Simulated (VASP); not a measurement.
Runs of VASP 6.6.1 on Al. The structure is that of space group Im-3m (No. 229), or close to it. The cells are those of the table. 

| cell | gap on the mesh (eV) | pressure (GPa) |
| --- | --- | --- |
| a = 2.874 Å, angles 109.5°, 1 atom | none | (a) |
| a = 2.851 Å, angles 109.5°, 1 atom | none | -3.2 |
| a = 2.725 Å, angles 109.5°, 1 atom | none | 6.9 |
| a = 2.826 Å, angles 109.5°, 1 atom | none | (b) |
| a = 2.776 Å, angles 109.5°, 1 atom | none | 1.9 |
| a = 2.751 Å, angles 109.5°, 1 atom | none | 4.2 |

Alike in all rows: task single point; level PBE; potentials or basis VASP PAW PBE potentials, release 64 (Al); no spin polarisation; k mesh 22 × 22 × 22; cutoff (eV) 520; smearing gaussian 0.15 eV.

**Question.** Fill in the values left out.

**Answer.** (a) -4.5; (b) -1.7.

A gap of «none» marks levels without a gap at the run's occupations.
